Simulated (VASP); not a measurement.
# ZnSe (I-4m2) in VASP: notebook

ZnSe is run at these levels: PBE, r2SCAN; tasks: single point.

Everything below comes from runs of VASP 6.6.1. Logs are shortened: lines on timing, memory, paths and dates and some standing lists are left out, and cuts for length are marked.

## 1. The cell of the first run

Symmetry: I-4m2, No. 119, tetragonal system. The conventional cell has a = 4.006 Å, b = 4.006 Å, c = 5.438 Å, α = 90.00°, β = 90.00°, γ = 90.00°. Within 3.2 Å of Zn (site symmetry -4m2) lie 4 Se at 2.42 Å. Within 3.2 Å of Se (site symmetry -4m2) lie 4 Zn at 2.42 Å.

## 2. Single point, PBE (uniaxial z strain -4.0%)

File INCAR:

```
SYSTEM = ZnSe
ALGO = Normal ; EDIFF = 1E-7
ENCUT = 520 ; GGA = PE
ISIF = 2 ; ISMEAR = 0
LASPH = .True. ; LCHARG = .False.
LREAL = .False. ; LWAVE = .False.
NBANDS = 16 ; NELM = 80
PREC = Accurate ; SIGMA = 0.01
```

File KPOINTS:

```
k-points
0
Gamma
  4 4 4
  0 0 0
```

File POSCAR:

```
ZnSe
1.0
    0.0000000000      2.8324206848      2.7191238574
    2.8324206848      0.0000000000      2.7191238574
    2.8324206848      2.8324206848      0.0000000000
Zn Se
1 1
Direct
    0.0000000000      0.0000000000      0.0000000000
    0.2500000000      0.2500000000      0.2500000000
```

Potentials or basis: VASP PAW PBE potentials, release 64 (Zn, Se).

Command:

```
cat potpaw_PBE.64/Zn/POTCAR potpaw_PBE.64/Se/POTCAR > POTCAR
mpirun -np 1 vasp_std > vasp.out
```

OUTCAR:

```text
SYSTEM = ZnSe
   EDIFF = 1E-7
   ENCUT = 520
   GGA = PE
   ISIF = 2
   ISMEAR = 0
   LASPH = .True.
   LREAL = .False.
   NELM = 80
   PREC = Accurate

 ion  position               nearest neighbor table
   1  0.000  0.000  0.000-   2 2.42   2 2.42   2 2.42   2 2.42
   2  0.250  0.250  0.250-   1 2.42   1 2.42   1 2.42   1 2.42

  LATTYP: Found a body centered tetragonal cell.
 ALAT       =     4.0056477468
 C/A-ratio  =     1.3576450199

  Lattice vectors:

 A1 = (   0.0000000000,  -2.8324206848,  -2.7191238574)
 A2 = (   0.0000000000,   2.8324206848,  -2.7191238574)
 A3 = (   2.8324206848,   0.0000000000,   2.7191238574)

Analysis of symmetry for initial positions (statically):
=====================================================================
 Subroutine PRICEL returns:
 Original cell was already a primitive cell.

 Routine SETGRP: Setting up the symmetry group for a
 body centered tetragonal supercell.

 Subroutine GETGRP returns: Found  8 space group operations
 (whereof  8 operations were pure point group operations)
 out of a pool of 16 trial point group operations.

The static configuration has the point symmetry D_2d.

Analysis of symmetry for dynamics (positions and initial velocities):
=====================================================================
 Subroutine PRICEL returns:
 Original cell was already a primitive cell.

 Routine SETGRP: Setting up the symmetry group for a
 body centered tetragonal supercell.

 Subroutine GETGRP returns: Found  8 space group operations
 (whereof  8 operations were pure point group operations)
 out of a pool of 16 trial point group operations.

The dynamic configuration has the point symmetry D_2d.

 Subroutine INISYM returns: Found  8 space group operations
 (whereof  8 operations are pure point group operations),
 and found     1 'primitive' translations

----------------------------------------------------------------------------------------

                                     Primitive cell

  volume of cell :      43.6289

  direct lattice vectors                    reciprocal lattice vectors
     0.000000000  2.832420685  2.719123857    -0.176527450  0.176527450  0.183882760
     2.832420685  0.000000000  2.719123857     0.176527450 -0.176527450  0.183882760
     2.832420685  2.832420685  0.000000000     0.176527450  0.176527450 -0.183882760

  length of vectors
     3.926352186  3.926352186  4.005647747     0.310059269  0.310059269  0.310059269
[... 68 lines left out ...]
   NELM   =     80;   NELMIN=  2; NELMDL= -5     # of ELM steps
   EDIFF  = 0.1E-06   stopping-criterion for ELM
   LREAL  =      F    real-space projection
   EDIFFG = 0.1E-05   stopping-criterion for IOM
   NSW    =      0    number of steps for IOM
   IBRION =     -1    ionic relax: 0-MD 1-quasi-New 2-CG
   NFREE  =      0    steps in history (QN), initial steepest desc. (CG)
   ISIF   =      2    stress and relaxation
   ISYM   =      2    0-nonsym 1-usesym 2-fastsym
   POTIM  = 0.5000    time-step for ionic-motion
   TEBEG  =    0.0;   TEEND  =   0.0 temperature during run
   PSTRESS=    0.0 pullay stress
   NELECT =      18.0000    total number of electrons
   NUPDOWN=      -1.0000    fix difference up-down
   EMIN   =  10.00;   EMAX   =-10.00  energy-range for DOS
   EFERMI =   0.00;   METHOD = LEGACY
   ISMEAR =     0;   SIGMA  =   0.01  broadening in eV -4-tet -1-fermi 0-gaus
   EFERMI_NEDOS =   21; number of points for ismear=-14 and -15
   IALGO  =     38    algorithm
   IMIX   =      4    mixing-type and parameters
     AMIX     =   0.40;   BMIX     =  1.00
     AMIX_MAG =   1.60;   BMIX_MAG =  1.00
  volume/ion in A,a.u.               =      21.81       147.21
  Fermi-wavevector in a.u.,A,eV,Ry     =   1.218730  2.303066 20.208771  1.485303
  Thomas-Fermi vector in A             =   2.354006
   LORBIT       =      0    0 simple, 1 ext, 2 COOP (PROOUT), +10 PAW based schemes
   GGA     = PE    functional components
   LHFCALC =     F    Hartree Fock is set to
   AEXX    =    0.0000 exact exchange contribution
   IVDW    =     0    specifies the selected vdW correction
   LEPSILON=     F    determine dielectric tensor
   LRPA    =     F    only Hartree local field effects (RPA)
 non-spin polarized calculation
 Gauss-broadening in eV      SIGMA  =   0.01
  energy-cutoff  :      520.00
  volume of cell :       43.63
 maximum number of plane-waves:      1202
 NGX is ok and might be reduce to    30
   NGX = 15   NGY = 15   NGZ = 15

 number of electron      17.9999989 magnetization

 Free energy of the ion-electron system (eV)
  ---------------------------------------------------
  ext. energy  EPLUGINS =         0.00000000
  ---------------------------------------------------
  free energy    TOTEN  =        -5.89907732 eV

  energy without entropy =       -5.89907732  energy(sigma->0) =       -5.89907732

 E-fermi :   2.1524     XC(G=0):  -9.5033

 val. band max:        2.1098845247   @ k =   0.0000   0.0000   0.0000
 cond. band min:       3.4616835082   @ k =   0.0000   0.0000   0.0000
 fundamental gap:      1.3517989835
 Fermi energy:         2.1524466156

 k-point     1 :       0.0000    0.0000    0.0000
  band No.  band energies     occupation
      1     -11.5164      2.00000
      2      -4.7257      2.00000
      3      -4.7257      2.00000
      4      -4.7071      2.00000
      5      -4.3199      2.00000
      6      -4.3113      2.00000
[... 224 lines left out ...]
      3      -4.4731      2.00000
      4      -4.3483      2.00000
      5      -4.3420      2.00000
      6      -3.9888      2.00000
[... 8 lines left out ...]
     15      15.5724      0.00000
     16      16.1615      0.00000

------------------------ aborting loop because EDIFF is reached ----------------------------------------

  FORCE on cell =-STRESS in cart. coord.  units (eV):
  Direction    XX          YY          ZZ          XY          YZ          ZX
  --------------------------------------------------------------------------------------
  -------------------------------------------------------------------------------------
  Total        1.4674958      1.4674958      1.7942103      0.0000000      0.0000000     -0.0000000
  in kB       53.8905930     53.8905930     65.8884713      0.0000000      0.0000000     -0.0000000
  external PRESSURE =      57.8898858 kB  Pullay stress =       0.0000000 kB

 VOLUME and BASIS-vectors are now :
 -----------------------------------------------------------------------------
  energy-cutoff  :      520.00
  volume of cell :       43.63
      direct lattice vectors                 reciprocal lattice vectors
     0.000000000  2.832420685  2.719123857    -0.176527450  0.176527450  0.183882760
     2.832420685  0.000000000  2.719123857     0.176527450 -0.176527450  0.183882760
     2.832420685  2.832420685  0.000000000     0.176527450  0.176527450 -0.183882760

 POSITION                                       TOTAL-FORCE (eV/Angst)
 -----------------------------------------------------------------------------------
      0.00000      0.00000      0.00000        -0.000000     -0.000000      0.000000
      1.41621      1.41621      1.35956         0.000000      0.000000      0.000000
 -----------------------------------------------------------------------------------
    total drift:                                0.000001      0.000001     -0.000001

  FREE ENERGIE OF THE ION-ELECTRON SYSTEM (eV)
  ---------------------------------------------------
  free  energy   TOTEN  =        -5.8990773239 eV

  energy  without entropy=       -5.8990773239  energy(sigma->0) =       -5.89907732
```

OSZICAR:

```text
N       E                     dE             d eps       ncg     rms          rms(c)
DAV:   1     0.859185042625E+02    0.85919E+02   -0.89621E+03   424   0.131E+03
DAV:   2    -0.910362997195E+00   -0.86829E+02   -0.80597E+02   456   0.253E+02
DAV:   3    -0.616366238847E+01   -0.52533E+01   -0.52350E+01   496   0.603E+01
DAV:   4    -0.620498226525E+01   -0.41320E-01   -0.41314E-01   552   0.560E+00
DAV:   5    -0.620516449680E+01   -0.18223E-03   -0.18223E-03   488   0.343E-01    0.515E+00
DAV:   6    -0.592112423014E+01    0.28404E+00   -0.54748E-01   600   0.244E+01    0.390E+00
DAV:   7    -0.589864158445E+01    0.22483E-01   -0.17195E-01   448   0.365E+00    0.165E+00
DAV:   8    -0.589867140577E+01   -0.29821E-04   -0.51267E-03   592   0.765E-01    0.486E-01
DAV:   9    -0.589896382455E+01   -0.29242E-03   -0.12593E-03   456   0.273E-01    0.668E-02
DAV:  10    -0.589908347846E+01   -0.11965E-03   -0.22659E-04   536   0.113E-01    0.254E-02
DAV:  11    -0.589907594412E+01    0.75343E-05   -0.45539E-05   488   0.558E-02    0.548E-03
DAV:  12    -0.589907720716E+01   -0.12630E-05   -0.57923E-06   544   0.142E-02    0.290E-03
DAV:  13    -0.589907732193E+01   -0.11477E-06   -0.47143E-07   480   0.560E-03    0.118E-03
DAV:  14    -0.589907732394E+01   -0.20186E-08   -0.43262E-08   432   0.227E-03
   1 F= -.58990773E+01 E0= -.58990773E+01  d E =-.119636E-11
```

It took 7.4 s on 1 thread of AMD EPYC 9R45 (Zen 5), shared host; peak memory 0.13 GiB.

Results:

```
Free energy            : -5.8991 eV
Pressure               : 5.8 GPa
Band gap on the k mesh : 1.35 eV, direct
```

Stress tensor (GPa, compression positive):
```
5.39 0.00 0.00
0.00 5.39 0.00
0.00 0.00 6.59
```

Levels at points of the mesh, in eV from the valence-band top:
```csv
k point,band 6,band 7,band 8,band 9,band 10,band 11,band 12,band 13
"(0.00, 0.00, 0.00)",-6.42,-0.14,-0.14,0.00,1.35,5.67,5.68,5.68
"(0.50, 0.00, 0.00)",-6.25,-5.61,-1.15,-0.91,2.48,6.09,6.45,8.60
"(0.50, 0.50, 0.00)",-6.19,-4.89,-2.59,-2.59,2.65,3.08,11.22,11.40
"(0.50, 0.00, 0.50)",-6.25,-5.13,-2.40,-2.32,2.84,3.48,10.81,11.17
```

Caveat: the k points lie up to 0.49 Å⁻¹ apart; the cell differs from its parent crystal (uniaxial z strain -4.0%).

## 3. Single point, PBE (uniaxial z strain -4.0%)

File INCAR:

```
  ALGO = Normal
  EDIFF = 1E-6
  ENCUT = 520
  GGA = PE
  ISIF = 2
  ISMEAR = -1
  LASPH = T
  LCHARG = T
  LELF = T
  LREAL = F
  LVHAR = T
  LWAVE = F
  NBANDS = 16
  NELM = 80
  PREC = Accurate
  SIGMA = 0.02
```

File KPOINTS:

```
k-points
0
Gamma
  8 8 8
```

POSCAR is that of step 2.

Potentials or basis: VASP PAW PBE potentials, release 64 (Zn, Se).

Command:

```
cat potpaw_PBE.64/Zn/POTCAR potpaw_PBE.64/Se/POTCAR > POTCAR
mpirun -np 1 vasp_std > vasp.out
```

Run time: 21 s. Hardware: 1 thread of AMD EPYC 9R45 (Zen 5), shared host; peak memory 0.16 GiB.

The run converged. Its results:

* Free energy: -5.9704 eV
* Pressure: 5.4 GPa
* Band gap on the k mesh: 1.36 eV, direct

Stress tensor (GPa, compression positive):
```
5.00 0.00 0.00
0.00 5.00 0.00
0.00 0.00 6.19
```

Levels at points of the mesh, in eV from the valence-band top:
```tsv
k point	band 7	band 8	band 9	band 10	band 11	band 12
(0.00, 0.00, 0.00)	-0.14	-0.14	0.00	1.36	5.69	5.71
(0.50, 0.00, 0.00)	-5.59	-1.14	-0.90	2.50	6.11	6.48
(0.50, 0.50, 0.00)	-4.87	-2.58	-2.58	2.67	3.10	11.22
(0.50, 0.00, 0.50)	-5.11	-2.39	-2.31	2.86	3.49	10.81
```

Caveat: the cell differs from its parent crystal (uniaxial z strain -4.0%).

## 4. Single point, PBE (epitaxial xy strain +5.0%)

File INCAR:

```
PREC = Accurate
ENCUT = 520
EDIFF = 1E-6
ISMEAR = -1
SIGMA = 0.02
LREAL = F
LASPH = T
NELM = 80
ALGO = Normal
ISIF = 2
LWAVE = F
LCHARG = F
GGA = PE
NBANDS = 16
```

File KPOINTS:

```
Automatic mesh
0
Gamma
  8 8 8
```

File POSCAR:

```
ZnSe
1.0
    0.0000000000      2.9740417191      2.6590364151
    2.9740417191      0.0000000000      2.6590364151
    2.9740417191      2.9740417191      0.0000000000
Zn Se
1 1
Direct
    0.0000000000      0.0000000000      0.0000000000
    0.2500000000      0.2500000000      0.2500000000
```

Command:

```
cat potpaw_PBE.64/Zn/POTCAR potpaw_PBE.64/Se/POTCAR > POTCAR
mpirun -np 1 vasp_std > vasp.out
```

Run time: 20 s. Hardware: 1 thread of AMD EPYC 9R45 (Zen 5), shared host; peak memory 0.17 GiB.

It converged, with:

```yaml
Free_energy: -5.9957 eV
Pressure: 0.0 GPa
Band_gap_on_the_k_mesh: 0.91 eV, direct
```

Stress tensor (GPa, compression positive):
```
-1.01  0.00  0.00
 0.00 -1.01  0.00
 0.00  0.00  2.10
```

Levels at points of the mesh, in eV from the valence-band top:
| k point | band 5 | band 6 | band 7 | band 8 | band 9 | band 10 | band 11 | band 12 | band 13 | band 14 |
| --- | --- | --- | --- | --- | --- | --- | --- | --- | --- | --- |
| (0.00, 0.00, 0.00) | -6.30 | -6.29 | -0.32 | -0.32 | 0.00 | 0.91 | 5.65 | 5.71 | 5.71 | 9.61 |
| (0.50, 0.00, 0.00) | -6.26 | -6.15 | -5.18 | -1.30 | -0.74 | 2.16 | 5.79 | 6.77 | 8.35 | 10.47 |
| (0.50, 0.50, 0.00) | -6.24 | -6.05 | -4.37 | -2.62 | -2.62 | 2.58 | 2.61 | 10.74 | 10.74 | 10.90 |
| (0.50, 0.00, 0.50) | -6.27 | -6.17 | -4.99 | -2.13 | -1.94 | 3.03 | 3.63 | 9.83 | 10.06 | 10.88 |

Caveat: the cell differs from its parent crystal (epitaxial xy strain +5.0%).

## 5. Single point, r2SCAN (uniaxial z strain -4.0%)

File POSCAR:

```
ZnSe
1.0
    0.0000000000      2.8324206848      2.7191238574
    2.8324206848      0.0000000000      2.7191238574
    2.8324206848      2.8324206848      0.0000000000
Zn Se
1 1
Direct
    0.0000000000      0.0000000000      0.0000000000
    0.2500000000      0.2500000000      0.2500000000
```

File INCAR.step1:

```
SYSTEM = ZnSe
PREC = Accurate
ENCUT = 520
ISMEAR = 0
SIGMA = 0.01
LREAL = .FALSE.
LASPH = .TRUE.
NELM = 60
NBANDS = 16
GGA = PE
ALGO = Normal
EDIFF = 1E-4
LWAVE = .TRUE.
LCHARG = .FALSE.
```

File INCAR.step2:

```
SYSTEM = ZnSe
PREC = Accurate
ENCUT = 520
EDIFF = 1E-6
ISMEAR = 0
SIGMA = 0.01
LREAL = .FALSE.
LASPH = .TRUE.
NELM = 60
ALGO = Normal
ISIF = 2
LWAVE = .FALSE.
LCHARG = .TRUE.
METAGGA = R2SCAN
LMIXTAU = .TRUE.
LELF = .TRUE.
LVHAR = .TRUE.
NBANDS = 16
ISTART = 1
```

File KPOINTS:

```
regular mesh
0
G
  8 8 8
  0 0 0
```

Command:

```
cat potpaw_PBE.64/Zn/POTCAR potpaw_PBE.64/Se/POTCAR > POTCAR
cp INCAR.step1 INCAR
mpirun -np 1 vasp_std > vasp.out
cp INCAR.step2 INCAR
mpirun -np 1 vasp_std > vasp.out
```

It took 1.7 min on 1 thread of AMD EPYC 9R45 (Zen 5), shared host; peak memory 0.17 GiB.

The run converged. Its results:

```yaml
Free_energy: -24.8872 eV
Pressure: 3.0 GPa
Band_gap_on_the_k_mesh: 1.95 eV, direct
```

Stress tensor (GPa, compression positive):
```
2.56 0.00 0.00
0.00 2.56 0.00
0.00 0.00 3.89
```

Levels at points of the mesh, in eV from the valence-band top:
```csv
k point,band 5,band 6,band 7,band 8,band 9,band 10,band 11,band 12,band 13,band 14
"(0.00, 0.00, 0.00)",-6.50,-6.50,-0.15,-0.15,0.00,1.95,6.20,6.22,6.22,10.68
"(0.50, 0.00, 0.00)",-6.47,-6.33,-5.68,-1.17,-0.92,3.01,6.59,6.97,9.11,11.82
"(0.50, 0.50, 0.00)",-6.44,-6.27,-4.91,-2.64,-2.64,3.01,3.50,12.03,12.24,12.24
"(0.50, 0.00, 0.50)",-6.45,-6.32,-5.16,-2.45,-2.36,3.22,3.91,11.59,12.00,12.43
```

Caveat: the cell differs from its parent crystal (uniaxial z strain -4.0%); the PAW data sets were made with another functional, which shifts forces and pressure a little.

## 6. Summary

| level | cell | k mesh | smearing | gap on the mesh (eV) | pressure (GPa) |
| --- | --- | --- | --- | --- | --- |
| PBE | a = 3.926, b = 3.926, c = 4.006 Å, angles 59.3, 59.3, 61.3°, 2 atoms | 4 × 4 × 4 | gaussian 0.01 eV | 1.35 | 5.8 |
| PBE | a = 3.926, b = 3.926, c = 4.006 Å, angles 59.3, 59.3, 61.3°, 2 atoms | 8 × 8 × 8 | fermi-dirac 0.02 eV | 1.36 | 5.4 |
| PBE | a = 3.989, b = 3.989, c = 4.206 Å, angles 58.2, 58.2, 63.6°, 2 atoms | 8 × 8 × 8 | fermi-dirac 0.02 eV | 0.91 | 0.0 |
| r2SCAN | a = 3.926, b = 3.926, c = 4.006 Å, angles 59.3, 59.3, 61.3°, 2 atoms | 8 × 8 × 8 | gaussian 0.01 eV | 1.95 | 3.0 |

Alike in all rows: task single point; potentials or basis VASP PAW PBE potentials, release 64 (Zn, Se); no spin polarisation; cutoff (eV) 520.

Caveats: some runs use coarse meshes; the PAW data sets were made with another functional, which shifts forces and pressure a little (some runs).

Total energies depend on the potentials used, so only differences within one code and one set of settings carry meaning.
